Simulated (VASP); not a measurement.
# BN in VASP: further runs

The runs below take BN through single point, with PBE.

Program: VASP 6.6.1. These are calculated values, not measurements. Logs are shortened: lines on timing, memory, paths and dates and some standing lists are left out, and cuts for length are marked.

## Step 1: The cell of the first run

The cell holds a wire or tube with vacuum around it, 20 atoms: a = 13.400 Å, b = 11.900 Å, c = 6.278 Å, α = 90.00°, β = 90.00°, γ = 90.00°.

## Step 2: Single point, PBE, collinear spin, ferromagnetic start

Contents of INCAR:

```
SYSTEM = BN
PREC = Accurate
ENCUT = 520
EDIFF = 1E-6
ISMEAR = 0
SIGMA = 0.05
LREAL = Auto
LASPH = .TRUE.
NELM = 150
ALGO = Normal
ISIF = 2
LWAVE = .FALSE.
LCHARG = .TRUE.
ISPIN = 2
MAGMOM = 0.3 0.3 0.3 0.3 0.3 0.3 0.3 0.3 0.3 0.3 0.3 0.3 0.3 0.3 0.3 0.3 0.3 0.3 0.3 0.3
LORBIT = 11
GGA = PE
LELF = .TRUE.
LVHAR = .TRUE.
NBANDS = 60
```

Contents of KPOINTS:

```
regular mesh
0
G
  1 1 6
  0 0 0
```

Contents of POSCAR:

```
BN
1.0
   13.4000000000      0.0000000000      0.0000000000
    0.0000000000     11.9000000000      0.0000000000
    0.0000000000      0.0000000000      6.2781594086
B N
10 10
Direct
    0.5552155360      0.5000000000      0.0000000000
    0.3343533921      0.5000000000      0.6666666667
    0.4447844640      0.5000000000      0.3333333333
    0.6656466079      0.5000000000      0.6666666667
    0.3895689281      0.3923089140      0.0000000000
    0.6104310719      0.3923089140      0.3333333333
    0.5000000000      0.6076910860      0.6666666667
    0.3895689281      0.6076910860      0.0000000000
    0.6104310719      0.6076910860      0.3333333333
    0.5000000000      0.3923089140      0.6666666667
    0.5552155360      0.5000000000      0.2500000000
    0.3343533921      0.5000000000      0.9166666667
    0.4447844640      0.5000000000      0.5833333333
    0.6656466079      0.5000000000      0.9166666667
    0.3895689281      0.3923089140      0.2500000000
    0.6104310719      0.3923089140      0.5833333333
    0.5000000000      0.6076910860      0.9166666667
    0.3895689281      0.6076910860      0.2500000000
    0.6104310719      0.6076910860      0.5833333333
    0.5000000000      0.3923089140      0.9166666667
```

Potentials or basis: VASP PAW PBE potentials, release 64 (B, N).

On the command line:

```sh
$ cat potpaw_PBE.64/B/POTCAR potpaw_PBE.64/N/POTCAR > POTCAR
$ mpirun -np 1 vasp_std > vasp.out
```

OUTCAR:

```text
SYSTEM = BN
   PREC = Accurate
   ENCUT = 520
   EDIFF = 1E-6
   ISMEAR = 0
   LREAL = Auto
   LASPH = .TRUE.
   NELM = 150
   ISIF = 2
   ISPIN = 2
   LORBIT = 11
   GGA = PE

 ion  position               nearest neighbor table
   1  0.555  0.500  0.000-  14 1.57  11 1.57  17 1.57  20 1.57
   2  0.334  0.500  0.667-  13 1.57  12 1.57
   3  0.445  0.500  0.333-  15 1.57  18 1.57  13 1.57  11 1.57
   4  0.666  0.500  0.667-  14 1.57  16 1.57  19 1.57
   5  0.390  0.392  0.000-  20 1.57  15 1.57  12 1.57
   6  0.610  0.392  0.333-  11 1.57  16 1.57
   7  0.500  0.608  0.667-  19 1.57  17 1.57  13 1.57
   8  0.390  0.608  0.000-  17 1.57  18 1.57  12 1.57
   9  0.610  0.608  0.333-  11 1.57  19 1.57
  10  0.500  0.392  0.667-  16 1.57  20 1.57  13 1.57
  11  0.555  0.500  0.250-   6 1.57   9 1.57   1 1.57   3 1.57
  12  0.334  0.500  0.917-   2 1.57   5 1.57   8 1.57
  13  0.445  0.500  0.583-   2 1.57   3 1.57   7 1.57  10 1.57
  14  0.666  0.500  0.917-   1 1.57   4 1.57
  15  0.390  0.392  0.250-   3 1.57   5 1.57
  16  0.610  0.392  0.583-  10 1.57   6 1.57   4 1.57
  17  0.500  0.608  0.917-   8 1.57   7 1.57   1 1.57
  18  0.390  0.608  0.250-   3 1.57   8 1.57
  19  0.610  0.608  0.583-   7 1.57   9 1.57   4 1.57
  20  0.500  0.392  0.917-   5 1.57  10 1.57   1 1.57

  LATTYP: Found a simple orthorhombic cell.
 ALAT       =     6.2781594086
 B/A-ratio  =     1.8954599948
 C/A-ratio  =     2.1343835236

  Lattice vectors:

 A1 = (   0.0000000000,   0.0000000000,  -6.2781594086)
 A2 = (   0.0000000000,  11.9000000000,   0.0000000000)
 A3 = (  13.4000000000,   0.0000000000,   0.0000000000)

Analysis of symmetry for initial positions (statically):
=====================================================================
 Subroutine PRICEL returns:
 Original cell was already a primitive cell.

 Routine SETGRP: Setting up the symmetry group for a
 simple orthorhombic supercell.

 Subroutine GETGRP returns: Found  2 space group operations
 (whereof  2 operations were pure point group operations)
 out of a pool of  8 trial point group operations.

The static configuration has the point symmetry C_1h.

Analysis of symmetry for dynamics (positions and initial velocities):
=====================================================================
 Subroutine PRICEL returns:
 Original cell was already a primitive cell.

[... 174 lines left out ...]

 number of electron      79.9999988 magnetization       3.9999779

 Free energy of the ion-electron system (eV)
  ---------------------------------------------------
  ext. energy  EPLUGINS =         0.00000000
  ---------------------------------------------------
  free energy    TOTEN  =      -140.55719306 eV

  energy without entropy =     -140.54793026  energy(sigma->0) =     -140.55256166

 E-fermi :  -3.8672     XC(G=0):  -2.8204

 val. band max:       -3.8908698681   @ k =   0.0000   0.0000   0.3333
 cond. band min:      -3.8391425049   @ k =   0.0000   0.0000   0.5000
 fundamental gap:      0.0517273632
 Fermi energy:        -3.8672095786

 spin component 1

 k-point     1 :       0.0000    0.0000    0.0000
  band No.  band energies     occupation
      1     -23.1001      1.00000
      2     -21.4979      1.00000
      3     -20.7363      1.00000
      4     -20.3857      1.00000
      5     -19.8336      1.00000
      6     -19.3174      1.00000
[... 209 lines left out ...]
     51      -1.0586      0.00000
     52       1.9001      0.00000
 Fermi energy:        -3.8672095786

 spin component 2

 k-point     1 :       0.0000    0.0000    0.0000
  band No.  band energies     occupation
      1     -23.0274      1.00000
      2     -21.4232      1.00000
      3     -20.6892      1.00000
      4     -20.2639      1.00000
      5     -19.7944      1.00000
      6     -19.2064      1.00000
[... 209 lines left out ...]
     51      -0.1351      0.00000
     52       2.0204      0.00000
 [bands above 52 left out]

------------------------ aborting loop because EDIFF is reached ----------------------------------------

  FORCE on cell =-STRESS in cart. coord.  units (eV):
  Direction    XX          YY          ZZ          XY          YZ          ZX
  --------------------------------------------------------------------------------------
  -------------------------------------------------------------------------------------
  Total      -19.7230113    -15.3426965    -36.9656101      0.0000000      0.0000000     -1.7889177
  in kB      -31.5645576    -24.5543351    -59.1594820      0.0000000      0.0000000     -2.8629703
  external PRESSURE =     -38.4261249 kB  Pullay stress =       0.0000000 kB

 VOLUME and BASIS-vectors are now :
 -----------------------------------------------------------------------------
  energy-cutoff  :      520.00
  volume of cell :     1001.12
      direct lattice vectors                 reciprocal lattice vectors
    13.400000000  0.000000000  0.000000000     0.074626866  0.000000000  0.000000000
     0.000000000 11.900000000  0.000000000     0.000000000  0.084033613  0.000000000
     0.000000000  0.000000000  6.278159409     0.000000000  0.000000000  0.159282353

 POSITION                                       TOTAL-FORCE (eV/Angst)
 -----------------------------------------------------------------------------------
      7.43989      5.95000      0.00000         0.769136      0.000000     -0.896411
      4.48034      5.95000      4.18544         2.595805      0.000000      3.569678
      5.96011      5.95000      2.09272        -2.670724      0.000000     -1.072092
      8.91966      5.95000      4.18544        -4.400278      0.000000      3.863130
      5.22022      4.66848      0.00000         3.076467      3.729843      4.290763
      8.17978      4.66848      2.09272        -1.480880      1.903163      3.694019
[... 12 lines left out ...]
      8.17978      7.23152      3.66226         0.140835      0.329414     -4.012658
      6.70000      4.66848      5.75498        -2.855108     -1.879199     -2.914829
 -----------------------------------------------------------------------------------
    total drift:                                0.001286      0.000000     -0.002097

  FREE ENERGIE OF THE ION-ELECTRON SYSTEM (eV)
  ---------------------------------------------------
  free  energy   TOTEN  =      -140.5571930595 eV

  energy  without entropy=     -140.5479302649  energy(sigma->0) =     -140.55256166

 total charge

# of ion       s       p       d       tot
------------------------------------------
    1        0.667   1.279   0.000   1.946
    2        0.700   0.935   0.000   1.635
    3        0.666   1.297   0.000   1.963
    4        0.662   1.119   0.000   1.782
    5        0.663   1.126   0.000   1.789
    6        0.709   0.930   0.000   1.639
[... 12 lines left out ...]
   19        1.225   2.557   0.000   3.782
   20        1.229   2.565   0.000   3.794
--------------------------------------------------
tot         19.177  36.226   0.000  55.402

 magnetization (x)

# of ion       s       p       d       tot
------------------------------------------
    1        0.003  -0.006   0.000  -0.003
    2        0.099   0.181   0.000   0.280
    3       -0.000  -0.006   0.000  -0.007
    4        0.011   0.023   0.000   0.033
    5       -0.000   0.004   0.000   0.003
    6        0.128   0.214   0.000   0.342
[... 12 lines left out ...]
   19        0.008  -0.025   0.000  -0.017
   20        0.006   0.001   0.000   0.008
--------------------------------------------------
tot          0.511   1.826   0.000   2.338
```

OSZICAR:

```text
N       E                     dE             d eps       ncg     rms          rms(c)
DAV:   1     0.689652523125E+03    0.68965E+03   -0.28194E+04  1016   0.981E+02
DAV:   2    -0.216427754030E+00   -0.68987E+03   -0.64970E+03  1480   0.225E+02
[... 25 lines left out ...]
DAV:  28    -0.140557156459E+03   -0.47101E-04   -0.45037E-06   824   0.645E-03    0.130E-03
DAV:  29    -0.140557178820E+03   -0.22361E-04   -0.16945E-06   880   0.420E-03    0.857E-04
DAV:  30    -0.140557188523E+03   -0.97029E-05   -0.71965E-07   808   0.248E-03    0.746E-04
DAV:  31    -0.140557191711E+03   -0.31884E-05   -0.21891E-07   816   0.164E-03    0.464E-04
DAV:  32    -0.140557192817E+03   -0.11054E-05   -0.13203E-07   692   0.111E-03    0.260E-04
DAV:  33    -0.140557193059E+03   -0.24259E-06   -0.11870E-07   684   0.940E-04
   1 F= -.14055719E+03 E0= -.14055256E+03  d E =-.926279E-02  mag=     4.0000
```

It took 35 min on 1 thread of Intel Xeon 8259CL, shared host; peak memory 1.3 GiB.

What came out:

```
Free energy                                           : -140.5572 eV
Largest force                                         : 6.464 eV/Å
Band gap on the k mesh                                : zero (filled and empty bands overlap)
Net moment                                            : 4.00 μB per cell
Site moments                                          : B -0.00, +0.28, -0.01, +0.03, +0.00, +0.34, +0.09 (each value once); N +0.02, -0.00, +0.01, +0.60, +0.27, -0.02 (each value once) μB
Valence electrons inside the program's atomic spheres : B 1.95, 1.64, 1.96, 1.78, 1.79 (each value once); N 3.91, 3.78, 3.63, 3.64, 3.79 (each value once)
```

Forces in eV/Å, atoms in the order of the input:
```
B    0.769  0.000 -0.896
B    2.596  0.000  3.570
B   -2.671  0.000 -1.072
B   -4.400  0.000  3.863
B    3.076  3.730  4.291
B   -1.481  1.903  3.694
B    3.438 -2.167  3.523
B    3.076 -3.730  4.291
B   -1.481 -1.903  3.694
B    3.438  2.167  3.523
N    2.705  0.000 -1.092
N   -1.112  0.000 -4.591
N   -2.913  0.000 -1.601
N    0.129  0.000 -2.800
N    0.129  0.329 -2.270
N    0.141 -0.329 -4.013
N   -2.855  1.879 -2.915
N    0.129 -0.329 -2.270
N    0.141  0.329 -4.013
N   -2.855 -1.879 -2.915
```

## Step 3: Single point, PBE, collinear spin, ferromagnetic start

This run uses another cell than the first one: it holds 14 atoms, not 20.

Contents of INCAR:

```
SYSTEM = BN
PREC = Accurate
ENCUT = 520
EDIFF = 1E-7
ISMEAR = 0
SIGMA = 0.05
LREAL = .False.
LASPH = .True.
NELM = 150
ALGO = Normal
ISIF = 2
LWAVE = .False.
LCHARG = .False.
ISPIN = 2
MAGMOM = 0.3 0.3 0.3 0.3 0.3 0.3 0.3 0.3 0.3 0.3 0.3 0.3 0.3 0.3
LORBIT = 11
GGA = PE
NBANDS = 45
```

Contents of KPOINTS:

```
regular mesh
0
Gamma
  1 1 6
  0 0 0
```

Contents of POSCAR:

```
BN
1.0
   12.0000000000      0.0000000000      0.0000000000
    0.0000000000     11.9000000000      0.0000000000
    0.0000000000      0.0000000000      6.3636878464
B N
7 7
Direct
    0.4999964802      0.5000000000     -0.0191005668
    0.3902439984      0.5000000000      0.3543319309
    0.6040207022      0.5000000000      0.6863735520
    0.5548549270      0.4041530916      0.3543208157
    0.4480075306      0.5908343809      0.6863919450
    0.5548549270      0.5958469084      0.3543208157
    0.4480075306      0.4091656191      0.6863919450
    0.4999961226      0.5000000000      0.2344772688
    0.3777957202      0.5000000000      0.5681652511
    0.6191694478      0.5000000000      0.9026731028
    0.5611069372      0.3932734593      0.5681385354
    0.4404193694      0.6040857313      0.9026884344
    0.5611069372      0.6067265407      0.5681385354
    0.4404193694      0.3959142687      0.9026884344
```

Potentials or basis: VASP PAW PBE potentials, release 64 (B, N).

On the command line:

```sh
$ cat potpaw_PBE.64/B/POTCAR potpaw_PBE.64/N/POTCAR > POTCAR
$ mpirun -np 1 vasp_std > vasp.out
```

Run time: 16 min. Hardware: 1 thread of Intel Xeon Platinum 8488C (Sapphire Rapids), shared host; peak memory 1.1 GiB.

It converged, with:

* Free energy: -98.8522 eV
* Largest force: 0.078 eV/Å
* Band gap on the k mesh: 0.35 eV
* Net moment: 0.00 μB per cell
* Valence electrons inside the program's atomic spheres: B 2.02, 1.92, 2.01 (each value once); N 3.91, 3.92, 3.78 (each value once)

Forces in eV/Å, atoms in the order of the input:
```
B   -0.001  0.000  0.078
B   -0.028  0.000 -0.017
B    0.034  0.000 -0.008
B    0.014 -0.024 -0.016
B   -0.017  0.029 -0.008
B    0.014  0.024 -0.016
B   -0.017 -0.029 -0.008
N    0.001  0.000 -0.032
N    0.004  0.000 -0.006
N    0.018  0.000  0.016
N   -0.002  0.004 -0.006
N   -0.009  0.016  0.015
N   -0.002 -0.004 -0.006
N   -0.009 -0.016  0.015
```

Levels at points of the mesh, in eV from the valence-band top:
Spin up:
| k point | band 24 | band 25 | band 26 | band 27 | band 28 | band 29 | band 30 | band 31 | band 32 | band 33 |
| --- | --- | --- | --- | --- | --- | --- | --- | --- | --- | --- |
| (0.00, 0.00, 0.00) | -1.84 | -1.84 | -0.50 | -0.50 | -0.38 | 0.44 | 1.02 | 1.02 | 1.59 | 2.31 |
| (0.00, 0.00, 0.50) | -1.80 | -1.79 | -0.63 | -0.63 | 0.00 | 0.35 | 1.08 | 1.08 | 1.58 | 2.40 |
Spin down:
```tsv
k point	band 24	band 25	band 26	band 27	band 28	band 29	band 30	band 31	band 32	band 33
(0.00, 0.00, 0.00)	-1.84	-1.84	-0.50	-0.50	-0.38	0.44	1.02	1.02	1.59	2.31
(0.00, 0.00, 0.50)	-1.80	-1.79	-0.63	-0.63	0.00	0.35	1.08	1.08	1.58	2.40
```

Caveat: semilocal functionals underestimate gaps, and a narrow one can read as zero.

The gap in the log of VASP goes by the Fermi energy; the results here count the filled bands.